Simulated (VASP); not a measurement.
# La2Pb (P-3m1) in VASP: a series of runs

Runs on La2Pb. Level: PBE. Tasks: single point, relaxation of cell and atoms.

Program: VASP 6.6.1. These are calculated values, not measurements. Logs are shortened: lines on timing, memory, paths and dates and some standing lists are left out, and cuts for length are marked.

## (1) The cell of the first run

It takes space group P-3m1 (No. 164, trigonal). The conventional cell has a = 4.049 Å, b = 4.049 Å, c = 6.875 Å, α = 90.00°, β = 90.00°, γ = 120.00°. La (site symmetry 3m) has 3 Pb at 2.87 Å within 3.8 Å. Within 3.8 Å of Pb (site symmetry -3m) lie 6 La at 2.87 Å.

The cell was generated, and may not be a known phase.

## (2) Single point, PBE

INCAR reads:

```
ALGO     = Normal         # electronic algorithm
EDIFF    = 1E-7           # SCF threshold, eV
ENCUT    = 520            # plane-wave cutoff, eV
GGA      = PE             # functional
ISIF     = 2              # what is computed and relaxed
ISMEAR   = 0              # smearing method
LASPH    = True           # aspherical terms in the spheres
LCHARG   = False          # write CHGCAR
LREAL    = False          # projectors in reciprocal space
LWAVE    = False          # write WAVECAR
NBANDS   = 25             # bands
NELM     = 80             # most SCF steps
PREC     = Accurate       # precision mode
SIGMA    = 0.1            # smearing width, eV
```

KPOINTS reads:

```
k-points
0
Gamma
  6 6 4
```

POSCAR reads:

```
La2Pb
1.0
    4.0493255000      0.0000000000      0.0000000000
   -2.0246627500      3.5068187500      0.0000000000
    0.0000000000      0.0000000000      6.8751901900
La Pb
2 1
Direct
    0.3333333300      0.6666666700      0.2577550100
    0.6666666700      0.3333333300      0.7422449900
    0.0000000000      0.0000000000      0.5000000000
```

Potentials or basis: VASP PAW PBE potentials, release 64 (La, Pb_d).

Command:

```bash
cat potpaw_PBE.64/La/POTCAR potpaw_PBE.64/Pb_d/POTCAR > POTCAR
mpirun -np 1 vasp_std > vasp.out
```

OUTCAR:

```text
EDIFF = 1E-7
   ENCUT = 520
   GGA = PE
   ISIF = 2
   ISMEAR = 0
   LASPH = True
   LREAL = False
   NELM = 80
   PREC = Accurate

 ion  position               nearest neighbor table
   1  0.333  0.667  0.258-   3 2.87   3 2.87   3 2.87
   2  0.667  0.333  0.742-   3 2.87   3 2.87   3 2.87
   3  0.000  0.000  0.500-   1 2.87   2 2.87   1 2.87   2 2.87   2 2.87   1 2.87

  LATTYP: Found a hexagonal cell.
 ALAT       =     4.0493255000
 C/A-ratio  =     1.6978605918

  Lattice vectors:

 A1 = (   4.0493255000,   0.0000000000,   0.0000000000)
 A2 = (  -2.0246627500,   3.5068187500,   0.0000000000)
 A3 = (   0.0000000000,   0.0000000000,   6.8751901900)

Analysis of symmetry for initial positions (statically):
=====================================================================
 Subroutine PRICEL returns:
 Original cell was already a primitive cell.

 Routine SETGRP: Setting up the symmetry group for a
 hexagonal supercell.

 Subroutine GETGRP returns: Found 12 space group operations
 (whereof 12 operations were pure point group operations)
 out of a pool of 24 trial point group operations.

The static configuration has the point symmetry D_3d.

Analysis of symmetry for dynamics (positions and initial velocities):
=====================================================================
 Subroutine PRICEL returns:
 Original cell was already a primitive cell.

 Routine SETGRP: Setting up the symmetry group for a
 hexagonal supercell.

 Subroutine GETGRP returns: Found 12 space group operations
 (whereof 12 operations were pure point group operations)
 out of a pool of 24 trial point group operations.

The dynamic configuration has the point symmetry D_3d.

 Subroutine INISYM returns: Found 12 space group operations
 (whereof 12 operations are pure point group operations),
 and found     1 'primitive' translations

----------------------------------------------------------------------------------------

                                     Primitive cell

  volume of cell :      97.6294

  direct lattice vectors                    reciprocal lattice vectors
     4.049325500  0.000000000  0.000000000     0.246954709  0.142579368  0.000000000
    -2.024662750  3.506818750  0.000000000     0.000000000  0.285158735  0.000000000
     0.000000000  0.000000000  6.875190190     0.000000000  0.000000000  0.145450522

  length of vectors
     4.049325500  4.049325499  6.875190190     0.285158735  0.285158735  0.145450522

  position of ions in fractional coordinates (direct lattice)
     0.333333330  0.666666670  0.257755010
     0.666666670  0.333333330  0.742244990
     0.000000000  0.000000000  0.500000000

  ion indices of the primitive-cell ions
   primitive index   ion index
                 1           1
                 2           2
                 3           3

----------------------------------------------------------------------------------------

 KPOINTS: k-points

Automatic generation of k-mesh.
 Grid dimensions read from file:
 generate k-points for:    6    6    4

 Generating k-lattice:

  Cartesian coordinates                     Fractional coordinates (reciprocal lattice)
     0.041159118  0.023763228  0.000000000     0.166666667  0.000000000  0.000000000
     0.000000000  0.047526456  0.000000000     0.000000000  0.166666667  0.000000000
     0.000000000  0.000000000  0.036362630     0.000000000  0.000000000  0.250000000

  Length of vectors
     0.047526456  0.047526456  0.036362630

  Shift w.r.t. Gamma in fractional coordinates (k-lattice)
     0.000000000  0.000000000  0.000000000

 Subroutine IBZKPT returns following result:
 ===========================================

 Found     24 irreducible k-points:

 Following reciprocal coordinates:
            Coordinates               Weight
  0.000000  0.000000  0.000000      1.000000
  0.166667  0.000000  0.000000      6.000000
  0.333333  0.000000  0.000000      6.000000
  0.500000  0.000000  0.000000      3.000000
  0.166667  0.166667  0.000000      6.000000
  0.333333  0.166667  0.000000     12.000000
[... 16 lines left out ...]
  0.333333  0.166667  0.500000     12.000000
  0.333333  0.333333  0.500000      2.000000
   k-points           NKPTS =     24   k-points in BZ     NKDIM =     24   number of bands    NBANDS=     25
   number of dos      NEDOS =    301   number of ions     NIONS =      3
   total plane-waves  NPLWV =  48600
   dimension x,y,z NGX =    30 NGY =   30 NGZ =   54
   dimension x,y,z NGXF=    60 NGYF=   60 NGZF=  108
   ions per type =               2   1
   NGX,Y,Z   is equivalent  to a cutoff of  12.32, 12.32, 13.06 a.u.
   NGXF,Y,Z  is equivalent  to a cutoff of  24.63, 24.63, 26.12 a.u.
 SYSTEM =  unknown system
   PREC   = accura    normal or accurate (medium, high low for compatibility)
   ISTART =      0    job   : 0-new  1-cont  2-samecut
   ICHARG =      2    charge: 1-file 2-atom 10-const
   ISPIN  =      1    spin polarized calculation?
   LNONCOLLINEAR =      F non collinear calculations
   LSORBIT =      F    spin-orbit coupling
   LASPH  =      T    aspherical Exc in radial PAW
   ENCUT  =  520.0 eV  38.22 Ry    6.18 a.u.   7.53  7.53 12.78*2*pi/ulx,y,z
   NELM   =     80;   NELMIN=  2; NELMDL= -5     # of ELM steps
   EDIFF  = 0.1E-06   stopping-criterion for ELM
   LREAL  =      F    real-space projection
   EDIFFG = 0.1E-05   stopping-criterion for IOM
   NSW    =      0    number of steps for IOM
   IBRION =     -1    ionic relax: 0-MD 1-quasi-New 2-CG
   NFREE  =      0    steps in history (QN), initial steepest desc. (CG)
   ISIF   =      2    stress and relaxation
   ISYM   =      2    0-nonsym 1-usesym 2-fastsym
   POTIM  = 0.5000    time-step for ionic-motion
   TEBEG  =    0.0;   TEEND  =   0.0 temperature during run
   PSTRESS=    0.0 pullay stress
   NELECT =      36.0000    total number of electrons
   NUPDOWN=      -1.0000    fix difference up-down
   EMIN   =  10.00;   EMAX   =-10.00  energy-range for DOS
   EFERMI =   0.00;   METHOD = LEGACY
   ISMEAR =     0;   SIGMA  =   0.10  broadening in eV -4-tet -1-fermi 0-gaus
   EFERMI_NEDOS =   21; number of points for ismear=-14 and -15
   IALGO  =     38    algorithm
   IMIX   =      4    mixing-type and parameters
     AMIX     =   0.40;   BMIX     =  1.00
     AMIX_MAG =   1.60;   BMIX_MAG =  1.00
  volume/ion in A,a.u.               =      32.54       219.61
  Fermi-wavevector in a.u.,A,eV,Ry     =   1.173948  2.218440 18.750913  1.378153
  Thomas-Fermi vector in A             =   2.310353
   LORBIT       =      0    0 simple, 1 ext, 2 COOP (PROOUT), +10 PAW based schemes
   GGA     = PE    functional components
   LHFCALC =     F    Hartree Fock is set to
   AEXX    =    0.0000 exact exchange contribution
   IVDW    =     0    specifies the selected vdW correction
   LEPSILON=     F    determine dielectric tensor
   LRPA    =     F    only Hartree local field effects (RPA)
 non-spin polarized calculation
 Gauss-broadening in eV      SIGMA  =   0.10
  energy-cutoff  :      520.00
  volume of cell :       97.63
 maximum number of plane-waves:      2666
   NGX = 15   NGY = 15   NGZ = 25

 number of electron      35.9999999 magnetization

 Free energy of the ion-electron system (eV)
  ---------------------------------------------------
  ext. energy  EPLUGINS =         0.00000000
  ---------------------------------------------------
  free energy    TOTEN  =       -11.74145704 eV

  energy without entropy =      -11.72606155  energy(sigma->0) =      -11.73375929

 E-fermi :   8.2749     XC(G=0):  -9.7956

 val. band max:        8.2485460098   @ k =   0.3333   0.0000   0.2500
 cond. band min:       8.2906253761   @ k =   0.3333   0.3333   0.5000
 fundamental gap:      0.0420793663
 Fermi energy:         8.2749268668

 k-point     1 :       0.0000    0.0000    0.0000
  band No.  band energies     occupation
      1     -24.3463      2.00000
      2     -24.2662      2.00000
      3      -9.2015      2.00000
      4      -9.2015      2.00000
      5      -9.0462      2.00000
      6      -8.2898      2.00000
[... 17 lines left out ...]
     24      10.1818      0.00000
     25      10.2839      0.00000

 k-point     2 :       0.1667    0.0000    0.0000
  band No.  band energies     occupation
      1     -24.3253      2.00000
      2     -24.2583      2.00000
      3      -9.2250      2.00000
      4      -9.1890      2.00000
      5      -8.9296      2.00000
      6      -8.4499      2.00000
[... 17 lines left out ...]
     24      10.1805      0.00000
     25      10.4283      0.00000

 k-point     3 :       0.3333    0.0000    0.0000
  band No.  band energies     occupation
      1     -24.2806      2.00000
      2     -24.2445      2.00000
      3      -9.2296      2.00000
      4      -9.1875      2.00000
      5      -8.8629      2.00000
      6      -8.6152      2.00000
[... 17 lines left out ...]
     24      10.3432      0.00000
     25      10.3725      0.00000

 k-point     4 :       0.5000    0.0000    0.0000
  band No.  band energies     occupation
      1     -24.2527      2.00000
      2     -24.2430      2.00000
      3      -9.2204      2.00000
      4      -9.1997      2.00000
      5      -9.0036      2.00000
      6      -8.4914      2.00000
[... 17 lines left out ...]
     24      10.3418      0.00000
     25      10.4230      0.00000

 k-point     5 :       0.1667    0.1667    0.0000
  band No.  band energies     occupation
      1     -24.2926      2.00000
      2     -24.2472      2.00000
      3      -9.2243      2.00000
      4      -9.2051      2.00000
      5      -8.7612      2.00000
      6      -8.5771      2.00000
[... 17 lines left out ...]
     24      10.3580      0.00000
     25      10.4594      0.00000

 k-point     6 :       0.3333    0.1667    0.0000
  band No.  band energies     occupation
      1     -24.2562      2.00000
      2     -24.2395      2.00000
      3      -9.2566      2.00000
      4      -9.1875      2.00000
      5      -8.8832      2.00000
      6      -8.5625      2.00000
[... 17 lines left out ...]
     24      10.3697      0.00000
     25      10.3990      0.00000
[... 393 lines left out ...]
 k-point    21 :       0.5000    0.0000    0.5000
  band No.  band energies     occupation
      1     -24.2500      2.00000
      2     -24.2456      2.00000
      3      -9.2129      2.00000
      4      -9.1979      2.00000
      5      -9.0520      2.00000
      6      -8.5890      2.00000
[... 17 lines left out ...]
     24      10.3556      0.00000
     25      10.4407      0.00000

 k-point    22 :       0.1667    0.1667    0.5000
  band No.  band energies     occupation
      1     -24.2782      2.00000
      2     -24.2617      2.00000
      3      -9.2628      2.00000
      4      -9.2132      2.00000
      5      -8.7366      2.00000
      6      -8.5462      2.00000
[... 17 lines left out ...]
     24      10.3656      0.00000
     25      10.3885      0.00000

 k-point    23 :       0.3333    0.1667    0.5000
  band No.  band energies     occupation
      1     -24.2499      2.00000
      2     -24.2458      2.00000
      3      -9.2346      2.00000
      4      -9.1921      2.00000
      5      -8.9095      2.00000
      6      -8.5992      2.00000
[... 17 lines left out ...]
     24      10.3870      0.00000
     25      10.4135      0.00000

 k-point    24 :       0.3333    0.3333    0.5000
  band No.  band energies     occupation
      1     -24.2404      2.00000
      2     -24.2404      2.00000
      3      -9.1961      2.00000
      4      -9.1961      2.00000
      5      -8.7395      2.00000
      6      -8.6766      2.00000
[... 17 lines left out ...]
     24      10.3888      0.00000
     25      10.3898      0.00000

------------------------ aborting loop because EDIFF is reached ----------------------------------------

  FORCE on cell =-STRESS in cart. coord.  units (eV):
  Direction    XX          YY          ZZ          XY          YZ          ZX
  --------------------------------------------------------------------------------------
  -------------------------------------------------------------------------------------
  Total       12.6567943     12.6567943     12.7726662      0.0000000     -0.0000000      0.0000000
  in kB      207.7081705    207.7081704    209.6097218      0.0000000     -0.0000000      0.0000000
  external PRESSURE =     208.3420209 kB  Pullay stress =       0.0000000 kB

 VOLUME and BASIS-vectors are now :
 -----------------------------------------------------------------------------
  energy-cutoff  :      520.00
  volume of cell :       97.63
      direct lattice vectors                 reciprocal lattice vectors
     4.049325500  0.000000000  0.000000000     0.246954709  0.142579368  0.000000000
    -2.024662750  3.506818750  0.000000000     0.000000000  0.285158735  0.000000000
     0.000000000  0.000000000  6.875190190     0.000000000  0.000000000  0.145450522

 POSITION                                       TOTAL-FORCE (eV/Angst)
 -----------------------------------------------------------------------------------
     -0.00000      2.33788      1.77211        -0.000000      0.000000     -3.760002
      2.02466      1.16894      5.10308         0.000000      0.000000      3.760002
      0.00000      0.00000      3.43760         0.000000      0.000000      0.000000
 -----------------------------------------------------------------------------------
    total drift:                                0.000000      0.000000      0.000000

  FREE ENERGIE OF THE ION-ELECTRON SYSTEM (eV)
  ---------------------------------------------------
  free  energy   TOTEN  =       -11.7414570369 eV

  energy  without entropy=      -11.7260615524  energy(sigma->0) =      -11.73375929
```

Wall time 1.7 min (1 thread of Oxide Virtual Turin-like, shared host); peak memory 0.22 GiB.

Results:

- Free energy: -11.7415 eV
- Pressure: 20.8 GPa
- Largest force: 3.760 eV/Å
- Band gap on the k mesh: zero (bands 18 and 19 overlap by 0.26 eV)

Forces in eV/Å, atoms in the order of the input:
```
La   0.000  0.000 -3.760
La   0.000  0.000  3.760
Pb   0.000  0.000  0.000
```

Levels at points of the mesh, in eV from the Fermi level:
```tsv
k point	band 16	band 17	band 18	band 19	band 20	band 21
(0.00, 0.00, 0.00)	-0.85	-0.74	-0.74	0.99	1.52	1.65
(0.50, 0.00, 0.00)	-1.18	-0.89	-0.83	0.21	0.86	1.81
(0.00, 0.00, 0.50)	-0.83	-0.83	-0.24	0.07	1.40	1.40
(0.50, 0.00, 0.50)	-1.50	-0.58	-0.27	0.48	0.61	1.50
```

Caveat: the cell stands under pressure; spin-orbit coupling is left out, which moves the levels of the heavy elements; forces of over 1 eV/Å act on the atoms, so gaps and moduli don't describe the material at rest.

## (3) Relaxation of cell and atoms, PBE

INCAR reads:

```
SYSTEM = La2Pb
PREC = Accurate ; ENCUT = 600
EDIFF = 1E-6 ; ISMEAR = 0
SIGMA = 0.1 ; LREAL = .FALSE.
LASPH = .TRUE. ; NELM = 60
ALGO = Normal ; ISIF = 3
LWAVE = .FALSE. ; LCHARG = .FALSE.
GGA = PE ; IBRION = 2
NSW = 90 ; EDIFFG = -0.04
```

KPOINTS reads:

```
regular mesh
0
G
  6 6 4
  0 0 0
```

POSCAR is that of step 2.

Potentials or basis: VASP PAW PBE potentials, release 64 (La, Pb_d).

Command:

```bash
cat potpaw_PBE.64/La/POTCAR potpaw_PBE.64/Pb_d/POTCAR > POTCAR
mpirun -np 1 vasp_std > vasp.out
```

Wall time 17 min (1 thread of Oxide Virtual Turin-like, shared host); peak memory 0.25 GiB.

The run converged. Its results:

```yaml
Free_energy: -13.6735 eV
Relaxed_volume: 39.49 Å³/atom
Relaxed_cell: a = 4.498 Å, b = 4.498 Å, c = 6.761 Å, α = 90.00°, β = 90.00°, γ = 120.00°
Space_group_after_relaxing_to_0.1_Å: P-3m1 (No. 164)
Energy_gained_by_relaxing: 643.5 meV/atom
Ionic_steps: 16
Pressure_after_relaxing: 0.0 GPa
Largest_force_after_relaxing: 0.007 eV/Å
Band_gap_on_the_k_mesh: zero (bands 18 and 19 overlap by 0.21 eV)
```

Forces in eV/Å, atoms in the order of the input:
```
La   0.000  0.000  0.007
La   0.000  0.000 -0.007
Pb   0.000  0.000  0.000
```

Stress tensor (GPa, compression positive):
```
-0.02  0.00  0.00
 0.00 -0.02  0.00
 0.00  0.00 -0.10
```

The path:
```tsv
step	energy change (eV)	largest force (eV/Å)	pressure (GPa)	volume (Å³)
1	0.0000	3.7590	20.85	97.63
2	-0.7375	0.9255	-5.93	170.55
3	-1.8748	0.0228	-0.59	130.01
4	-1.8777	0.0429	-0.26	128.87
5	-1.8782	0.0824	-0.05	128.19
6	-1.8843	0.0953	-0.03	127.99
7	-1.8942	0.1476	0.02	127.36
8	-1.8958	0.1728	0.04	127.02
9	-1.8961	0.1896	0.04	126.80
10	-1.9015	0.1131	-0.32	127.00
11	-1.9036	0.0381	-0.67	127.19
12	-1.9055	0.0351	-0.67	126.82
13	-1.9111	0.0256	-0.64	125.72
14	-1.9205	0.0071	-0.56	123.53
15	-1.9288	0.0796	-0.37	119.19
16	-1.9304	0.0069	-0.04	118.46
```

Final structure:
```xyz
3
Lattice="4.4977 0.0000 0.0000 -2.2489 3.8951 0.0000 0.0000 0.0000 6.7614" Properties=species:S:1:pos:R:3 pbc="T T T"
La    0.0000    2.5968    1.4770
La    2.2489    1.2984    5.2844
Pb    0.0000    0.0000    3.3807
```

Levels at points of the mesh, in eV from the Fermi level:
```csv
k point,band 14,band 15,band 16,band 17,band 18,band 19,band 20,band 21,band 22
"(0.00, 0.00, 0.00)",-8.18,-2.18,-0.93,-0.19,-0.19,1.00,1.01,1.01,1.16
"(0.50, 0.00, 0.00)",-7.65,-2.25,-0.96,-0.74,-0.61,0.00,0.94,1.35,1.43
"(0.00, 0.00, 0.50)",-8.04,-2.86,-0.46,-0.46,-0.25,0.76,0.95,0.95,1.38
"(0.50, 0.00, 0.50)",-7.69,-2.20,-1.17,-0.23,-0.04,0.32,0.71,0.84,1.10
```

Caveat: the volume moved by over 15 % at a fixed basis, so the end points are rough; spin-orbit coupling is left out, which moves the levels of the heavy elements.

The gap in the log of VASP goes by the Fermi energy; the results here count the filled bands.